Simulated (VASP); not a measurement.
# Nb: single point with BLYP

The system is Nb.

```
Nb
1.0
     4.81928    0.00000    0.00000
    -2.40964    4.17362    0.00000
     0.00000    0.00000    2.64053
Nb
3
Direct
  0.00000 0.00000 0.00000
  0.33333 0.66667 0.50000
  0.66667 0.33333 0.50000
```

This isn't the form of Nb at room conditions, which is bcc.

```
Program             : VASP 6.6.1
Task                : single point
Functional          : BLYP
Potentials or basis : VASP PAW PBE potentials, release 64 (Nb_sv)
Cutoff              : 520 eV
k mesh              : 8 × 8 × 13
Occupations         : fermi-dirac, width 0.1 eV
Spin                : no spin polarisation
```

```json
{"Pressure": "14.6 GPa", "Band gap on the k mesh": "zero (an odd number of electrons rules out a gap without spin polarisation)"}
```

Stress tensor (GPa, compression positive):
```
14.49  0.00  0.00
 0.00 14.49  0.00
 0.00  0.00 14.94
```

Levels at points of the mesh, in eV from the Fermi level:
| k point | band 16 | band 17 | band 18 | band 19 | band 20 | band 21 | band 22 | band 23 | band 24 | band 25 |
| --- | --- | --- | --- | --- | --- | --- | --- | --- | --- | --- |
| (0.00, 0.00, 0.00) | -1.16 | -1.16 | -1.15 | -1.15 | -1.14 | 0.54 | 0.54 | 3.00 | 3.00 | 3.02 |
| (0.50, 0.00, 0.00) | -2.15 | -1.92 | -1.67 | -1.13 | -0.98 | 1.86 | 2.02 | 3.10 | 3.24 | 3.24 |

It took 3.3 min on 1 thread of Intel Xeon 8259CL, with other jobs on the host, peak memory 0.21 GiB.

Caveat: the cell stands under pressure; the PAW data sets were made with another functional, which shifts forces and pressure a little.
